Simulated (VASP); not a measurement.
# WS2 (P6_3/mmc) in VASP: a series of runs

Runs on WS2. Level: LDA. Tasks: single point.

Program: VASP 6.6.1. These are calculated values, not measurements. Logs are shortened: lines on timing, memory, paths and dates and some standing lists are left out, and cuts for length are marked.

## 1. The cell of the first run

The structure is hexagonal, space group P6_3/mmc (No. 194). Conventional cell: a = 3.208 Å, b = 3.208 Å, c = 12.468 Å, α = 90.00°, β = 90.00°, γ = 120.00°. Within 3.0 Å of W (site symmetry -6m2) lie 6 S at 2.29 Å. Within 3.0 Å of S (site symmetry 3m) lie 3 W at 2.29 Å and 1 S at 2.69 Å.

## 2. Single point, LDA (atoms shifted along a free coordinate)

INCAR reads:

```
ALGO     = Normal         # electronic algorithm
EDIFF    = 1E-6           # SCF threshold, eV
ENCUT    = 520            # plane-wave cutoff, eV
ISIF     = 2              # what is computed and relaxed
ISMEAR   = 0              # smearing method
LASPH    = T              # aspherical terms in the spheres
LCHARG   = F              # write CHGCAR
LREAL    = F              # projectors in reciprocal space
LWAVE    = F              # write WAVECAR
NBANDS   = 35             # bands
NELM     = 60             # most SCF steps
PREC     = Accurate       # precision mode
SIGMA    = 0.05           # smearing width, eV
```

KPOINTS reads:

```
k-points
0
Gamma
  12 12 4
```

POSCAR reads:

```
WS2
1.0
    3.2078374247      0.0000000000      0.0000000000
   -1.6039187124      2.7780687010      0.0000000000
    0.0000000000      0.0000000000     12.4678049309
W S
2 4
Direct
    0.3333333333      0.6666666667      0.2500000000
    0.6666666667      0.3333333333      0.7500000000
    0.3333333333      0.6666666667      0.6420050976
    0.6666666667      0.3333333333      0.1420050976
    0.3333333333      0.6666666667      0.8579949024
    0.6666666667      0.3333333333      0.3579949024
```

Potentials or basis: VASP PAW LDA potentials, release 64 (W_sv, S).

Run with:

```
$ cat potpaw_LDA.64/W_sv/POTCAR potpaw_LDA.64/S/POTCAR > POTCAR
$ mpirun -np 1 vasp_std > vasp.out
```

OUTCAR:

```text
EDIFF = 1E-6
   ENCUT = 520
   ISIF = 2
   ISMEAR = 0
   LASPH = T
   LREAL = F
   NELM = 60
   PREC = Accurate

 ion  position               nearest neighbor table
   1  0.333  0.667  0.250-   4 2.29   6 2.29   4 2.29   6 2.29   4 2.29   6 2.29
   2  0.667  0.333  0.750-   3 2.29   5 2.29   3 2.29   5 2.29   3 2.29   5 2.29
   3  0.333  0.667  0.642-   2 2.29   2 2.29   2 2.29   5 2.69
   4  0.667  0.333  0.142-   1 2.29   1 2.29   1 2.29   6 2.69
   5  0.333  0.667  0.858-   2 2.29   2 2.29   2 2.29   3 2.69
   6  0.667  0.333  0.358-   1 2.29   1 2.29   1 2.29   4 2.69

  LATTYP: Found a hexagonal cell.
 ALAT       =     3.2078374247
 C/A-ratio  =     3.8866698277

  Lattice vectors:

 A1 = (   3.2078374247,   0.0000000000,   0.0000000000)
 A2 = (  -1.6039187124,   2.7780687010,   0.0000000000)
 A3 = (   0.0000000000,   0.0000000000,  12.4678049309)

Analysis of symmetry for initial positions (statically):
=====================================================================
 Subroutine PRICEL returns:
 Original cell was already a primitive cell.

 Routine SETGRP: Setting up the symmetry group for a
 hexagonal supercell.

 Subroutine GETGRP returns: Found 24 space group operations
 (whereof 12 operations were pure point group operations)
 out of a pool of 24 trial point group operations.

The static configuration has the point symmetry D_3d.
 The point group associated with its full space group is D_6h.

Analysis of symmetry for dynamics (positions and initial velocities):
=====================================================================
 Subroutine PRICEL returns:
 Original cell was already a primitive cell.

 Routine SETGRP: Setting up the symmetry group for a
 hexagonal supercell.

 Subroutine GETGRP returns: Found 24 space group operations
 (whereof 12 operations were pure point group operations)
 out of a pool of 24 trial point group operations.

The dynamic configuration has the point symmetry D_3d.
 The point group associated with its full space group is D_6h.

 Subroutine INISYM returns: Found 24 space group operations
 (whereof 12 operations are pure point group operations),
 and found     1 'primitive' translations

----------------------------------------------------------------------------------------

                                     Primitive cell

  volume of cell :     111.1080

  direct lattice vectors                    reciprocal lattice vectors
     3.207837425  0.000000000  0.000000000     0.311736496  0.179981150  0.000000000
    -1.603918712  2.778068701  0.000000000     0.000000000  0.359962300  0.000000000
     0.000000000  0.000000000 12.467804931     0.000000000  0.000000000  0.080206581

  length of vectors
     3.207837425  3.207837425 12.467804931     0.359962300  0.359962300  0.080206581

  position of ions in fractional coordinates (direct lattice)
     0.333333333  0.666666667  0.250000000
     0.666666667  0.333333333  0.750000000
     0.333333333  0.666666667  0.642005098
     0.666666667  0.333333333  0.142005098
     0.333333333  0.666666667  0.857994902
     0.666666667  0.333333333  0.357994902

  ion indices of the primitive-cell ions
   primitive index   ion index
                 1           1
                 2           2
                 3           3
                 4           4
                 5           5
                 6           6

----------------------------------------------------------------------------------------

 KPOINTS: k-points

Automatic generation of k-mesh.
 Grid dimensions read from file:
 generate k-points for:   12   12    4

 Generating k-lattice:

  Cartesian coordinates                     Fractional coordinates (reciprocal lattice)
     0.025978041  0.014998429  0.000000000     0.083333333  0.000000000  0.000000000
     0.000000000  0.029996858  0.000000000     0.000000000  0.083333333  0.000000000
     0.000000000  0.000000000  0.020051645     0.000000000  0.000000000  0.250000000

  Length of vectors
     0.029996858  0.029996858  0.020051645

  Shift w.r.t. Gamma in fractional coordinates (k-lattice)
     0.000000000  0.000000000  0.000000000

 Subroutine IBZKPT returns following result:
 ===========================================

 Found     57 irreducible k-points:

 Following reciprocal coordinates:
            Coordinates               Weight
  0.000000  0.000000  0.000000      1.000000
  0.083333  0.000000  0.000000      6.000000
  0.166667  0.000000  0.000000      6.000000
  0.250000  0.000000  0.000000      6.000000
  0.333333  0.000000  0.000000      6.000000
  0.416667 -0.000000  0.000000      6.000000
[... 16 lines left out ...]
  0.250000  0.000000  0.250000     12.000000
  0.333333  0.000000  0.250000     12.000000
 [... further k-points ...]
   k-points           NKPTS =     57   k-points in BZ     NKDIM =     57   number of bands    NBANDS=     35
   number of dos      NEDOS =    301   number of ions     NIONS =      6
   total plane-waves  NPLWV =  55296
   dimension x,y,z NGX =    24 NGY =   24 NGZ =   96
   dimension x,y,z NGXF=    48 NGYF=   48 NGZF=  192
   ions per type =               2   4
   NGX,Y,Z   is equivalent  to a cutoff of  12.44, 12.44, 12.80 a.u.
   NGXF,Y,Z  is equivalent  to a cutoff of  24.88, 24.88, 25.60 a.u.
 SYSTEM =  unknown system
   PREC   = accura    normal or accurate (medium, high low for compatibility)
   ISTART =      0    job   : 0-new  1-cont  2-samecut
   ICHARG =      2    charge: 1-file 2-atom 10-const
   ISPIN  =      1    spin polarized calculation?
   LNONCOLLINEAR =      F non collinear calculations
   LSORBIT =      F    spin-orbit coupling
   LASPH  =      T    aspherical Exc in radial PAW
   ENCUT  =  520.0 eV  38.22 Ry    6.18 a.u.   5.96  5.96 23.18*2*pi/ulx,y,z
   NELM   =     60;   NELMIN=  2; NELMDL= -5     # of ELM steps
   EDIFF  = 0.1E-05   stopping-criterion for ELM
   LREAL  =      F    real-space projection
   EDIFFG = 0.1E-04   stopping-criterion for IOM
   NSW    =      0    number of steps for IOM
   IBRION =     -1    ionic relax: 0-MD 1-quasi-New 2-CG
   NFREE  =      0    steps in history (QN), initial steepest desc. (CG)
   ISIF   =      2    stress and relaxation
   ISYM   =      2    0-nonsym 1-usesym 2-fastsym
   POTIM  = 0.5000    time-step for ionic-motion
   TEBEG  =    0.0;   TEEND  =   0.0 temperature during run
   PSTRESS=    0.0 pullay stress
   NELECT =      52.0000    total number of electrons
   NUPDOWN=      -1.0000    fix difference up-down
   EMIN   =  10.00;   EMAX   =-10.00  energy-range for DOS
   EFERMI =   0.00;   METHOD = LEGACY
   ISMEAR =     0;   SIGMA  =   0.05  broadening in eV -4-tet -1-fermi 0-gaus
   EFERMI_NEDOS =   21; number of points for ismear=-14 and -15
   IALGO  =     38    algorithm
   IMIX   =      4    mixing-type and parameters
     AMIX     =   0.40;   BMIX     =  1.00
     AMIX_MAG =   1.60;   BMIX_MAG =  1.00
  volume/ion in A,a.u.               =      18.52       124.97
  Fermi-wavevector in a.u.,A,eV,Ry     =   1.271045  2.401926 21.980956  1.615555
  Thomas-Fermi vector in A             =   2.403999
   LORBIT       =      0    0 simple, 1 ext, 2 COOP (PROOUT), +10 PAW based schemes
   GGA     = CA    functional components
   LHFCALC =     F    Hartree Fock is set to
   AEXX    =    0.0000 exact exchange contribution
   IVDW    =     0    specifies the selected vdW correction
   LEPSILON=     F    determine dielectric tensor
   LRPA    =     F    only Hartree local field effects (RPA)
 non-spin polarized calculation
 Gauss-broadening in eV      SIGMA  =   0.05
  energy-cutoff  :      520.00
  volume of cell :      111.11
 maximum number of plane-waves:      3030
 NGX is ok and might be reduce to    24
   NGX = 11   NGY = 11   NGZ = 47

 number of electron      52.0000013 magnetization

 Free energy of the ion-electron system (eV)
  ---------------------------------------------------
  ext. energy  EPLUGINS =         0.00000000
  ---------------------------------------------------
  free energy    TOTEN  =       -50.68312223 eV

  energy without entropy =      -50.68237908  energy(sigma->0) =      -50.68275066

 E-fermi :   7.1559     XC(G=0): -10.7389

 val. band max:        7.1538483495   @ k =   0.0833   0.0000   0.2500
 cond. band min:       7.1994051565   @ k =   0.0833   0.0000   0.0000
 fundamental gap:      0.0455568070
 Fermi energy:         7.1558928182

 k-point     1 :       0.0000    0.0000    0.0000
  band No.  band energies     occupation
      1     -67.3484      2.00000
      2     -67.3484      2.00000
      3     -31.9262      2.00000
      4     -31.9262      2.00000
      5     -31.8903      2.00000
      6     -31.8903      2.00000
[... 27 lines left out ...]
     34       9.9104      0.00000
     35      10.7348      0.00000

 k-point     2 :       0.0833    0.0000    0.0000
  band No.  band energies     occupation
      1     -67.3473      2.00000
      2     -67.3473      2.00000
      3     -31.9215      2.00000
      4     -31.9215      2.00000
      5     -31.9160      2.00000
      6     -31.9160      2.00000
[... 27 lines left out ...]
     34       9.8066      0.00000
     35      11.2666      0.00000

 k-point     3 :       0.1667    0.0000    0.0000
  band No.  band energies     occupation
      1     -67.3441      2.00000
      2     -67.3441      2.00000
      3     -31.9854      2.00000
      4     -31.9854      2.00000
      5     -31.9118      2.00000
      6     -31.9118      2.00000
[... 27 lines left out ...]
     34       9.8765      0.00000
     35      12.5514      0.00000

 k-point     4 :       0.2500    0.0000    0.0000
  band No.  band energies     occupation
      1     -67.3398      2.00000
      2     -67.3398      2.00000
      3     -32.0788      2.00000
      4     -32.0788      2.00000
      5     -31.9332      2.00000
      6     -31.9332      2.00000
[... 27 lines left out ...]
     34      10.6786      0.00000
     35      13.3525      0.00000

 k-point     5 :       0.3333    0.0000    0.0000
  band No.  band energies     occupation
      1     -67.3354      2.00000
      2     -67.3354      2.00000
      3     -32.1706      2.00000
      4     -32.1706      2.00000
      5     -31.9545      2.00000
      6     -31.9545      2.00000
[... 638 lines left out ...]
 k-point    22 :       0.1667    0.0000    0.2500
  band No.  band energies     occupation
      1     -67.3441      2.00000
      2     -67.3441      2.00000
      3     -31.9854      2.00000
      4     -31.9854      2.00000
      5     -31.9118      2.00000
      6     -31.9118      2.00000
[... 27 lines left out ...]
     34       9.8717      0.00000
     35      12.5919      0.00000

 k-point    23 :       0.2500    0.0000    0.2500
  band No.  band energies     occupation
      1     -67.3398      2.00000
      2     -67.3398      2.00000
      3     -32.0788      2.00000
      4     -32.0788      2.00000
      5     -31.9332      2.00000
      6     -31.9332      2.00000
[... 27 lines left out ...]
     34      10.6659      0.00000
     35      13.4213      0.00000

 k-point    24 :       0.3333    0.0000    0.2500
  band No.  band energies     occupation
      1     -67.3354      2.00000
      2     -67.3354      2.00000
      3     -32.1706      2.00000
      4     -32.1706      2.00000
      5     -31.9545      2.00000
      6     -31.9545      2.00000
[... 27 lines left out ...]
     34      11.3449      0.00000
     35      12.5944      0.00000

 [... further k-points ...]

------------------------ aborting loop because EDIFF is reached ----------------------------------------

  FORCE on cell =-STRESS in cart. coord.  units (eV):
  Direction    XX          YY          ZZ          XY          YZ          ZX
  --------------------------------------------------------------------------------------
  -------------------------------------------------------------------------------------
  Total        6.7784953      6.7784953     24.7574527     -0.0000000      0.0000000      0.0000000
  in kB       97.7459003     97.7459003    357.0024612     -0.0000000      0.0000000      0.0000000
  external PRESSURE =     184.1647539 kB  Pullay stress =       0.0000000 kB

 VOLUME and BASIS-vectors are now :
 -----------------------------------------------------------------------------
  energy-cutoff  :      520.00
  volume of cell :      111.11
      direct lattice vectors                 reciprocal lattice vectors
     3.207837425  0.000000000  0.000000000     0.311736496  0.179981150  0.000000000
    -1.603918712  2.778068701  0.000000000     0.000000000  0.359962300  0.000000000
     0.000000000  0.000000000 12.467804931     0.000000000  0.000000000  0.080206581

 POSITION                                       TOTAL-FORCE (eV/Angst)
 -----------------------------------------------------------------------------------
     -0.00000      1.85205      3.11695        -0.000000      0.000000     -0.000000
      1.60392      0.92602      9.35085         0.000000     -0.000000     -0.000000
     -0.00000      1.85205      8.00439        -0.000000      0.000000     -4.797640
      1.60392      0.92602      1.77049         0.000000      0.000000     -4.797640
     -0.00000      1.85205     10.69731        -0.000000     -0.000000      4.797640
      1.60392      0.92602      4.46341        -0.000000      0.000000      4.797640
 -----------------------------------------------------------------------------------
    total drift:                               -0.000000      0.000000     -0.000000

  FREE ENERGIE OF THE ION-ELECTRON SYSTEM (eV)
  ---------------------------------------------------
  free  energy   TOTEN  =       -50.6831222314 eV

  energy  without entropy=      -50.6823790802  energy(sigma->0) =      -50.68275066
```

Run time: 80 s. Hardware: 1 thread of Intel Xeon 6975P-C (Granite Rapids), shared host; peak memory 0.29 GiB.

What came out:

```yaml
Free_energy: -50.6831 eV
Pressure: 18.4 GPa
Largest_force: 4.798 eV/Å
Band_gap_on_the_k_mesh: zero (bands 26 and 27 overlap by 0.73 eV)
```

Forces in eV/Å, atoms in the order of the input:
```
W    0.000  0.000  0.000
W    0.000  0.000  0.000
S    0.000  0.000 -4.798
S    0.000  0.000 -4.798
S    0.000  0.000  4.798
S    0.000  0.000  4.798
```

Caveat: the cell differs from its parent crystal (atoms shifted along a free coordinate); the cell stands under pressure; spin-orbit coupling is left out, which moves the levels of the heavy elements; forces of over 1 eV/Å act on the atoms, so gaps and moduli don't describe the material at rest.

## 3. Single point, LDA (atoms shifted along a free coordinate)

INCAR reads:

```
SYSTEM = WS2
ALGO = Normal ; EDIFF = 1E-7
ENCUT = 520 ; ISIF = 2
ISMEAR = 0 ; LASPH = .True.
LCHARG = .True. ; LELF = .True.
LREAL = .False. ; LVHAR = .True.
LWAVE = .False. ; NBANDS = 35
NELM = 60 ; PREC = Accurate
SIGMA = 0.05
```

KPOINTS reads:

```
k-points
0
Gamma
  12 12 4
  0 0 0
```

POSCAR reads:

```
WS2
1.0
    3.2078374247      0.0000000000      0.0000000000
   -1.6039187124      2.7780687010      0.0000000000
    0.0000000000      0.0000000000     12.4678049309
W S
2 4
Direct
    0.3333333333      0.6666666667      0.2500000000
    0.6666666667      0.3333333333      0.7500000000
    0.3333333333      0.6666666667      0.6351502730
    0.6666666667      0.3333333333      0.1351502730
    0.3333333333      0.6666666667      0.8648497270
    0.6666666667      0.3333333333      0.3648497270
```

Potentials or basis: VASP PAW LDA potentials, release 64 (W_sv, S).

Run with:

```
$ cat potpaw_LDA.64/W_sv/POTCAR potpaw_LDA.64/S/POTCAR > POTCAR
$ mpirun -np 1 vasp_std > vasp.out
```

It took 81 s on 1 thread of Intel Xeon 6975P-C (Granite Rapids), shared host; peak memory 0.3 GiB.

It converged, with:

```yaml
Free_energy: -51.9019 eV
Pressure: 6.8 GPa
Largest_force: 2.430 eV/Å
```

Forces in eV/Å, atoms in the order of the input:
```
W    0.000  0.000  0.000
W    0.000  0.000  0.000
S    0.000  0.000 -2.430
S    0.000  0.000 -2.430
S    0.000  0.000  2.430
S    0.000  0.000  2.430
```

Stress tensor (GPa, compression positive):
```
 0.85  0.00  0.00
 0.00  0.85  0.00
 0.00  0.00 18.64
```

Levels at points of the mesh, in eV from the Fermi level:
| k point | band 22 | band 23 | band 24 | band 25 | band 26 | band 27 | band 28 | band 29 | band 30 | band 31 |
| --- | --- | --- | --- | --- | --- | --- | --- | --- | --- | --- |
| (0.00, 0.00, 0.00) | -3.33 | -3.33 | -1.70 | -0.99 | 0.02 | 1.75 | 1.75 | 1.76 | 1.76 | 2.31 |
| (0.50, 0.00, 0.00) | -2.80 | -2.79 | -2.70 | -2.10 | -1.93 | 1.40 | 1.44 | 1.90 | 1.93 | 2.94 |
| (0.00, 0.00, 0.50) | -3.34 | -2.78 | -2.78 | -0.28 | -0.28 | 1.75 | 1.75 | 1.75 | 1.75 | 2.37 |
| (0.50, 0.00, 0.50) | -2.83 | -2.76 | -2.76 | -2.00 | -2.00 | 1.42 | 1.42 | 1.91 | 1.91 | 3.15 |

Caveat: the cell differs from its parent crystal (atoms shifted along a free coordinate); the cell stands under pressure; spin-orbit coupling is left out, which moves the levels of the heavy elements; forces of over 1 eV/Å act on the atoms, so gaps and moduli don't describe the material at rest.
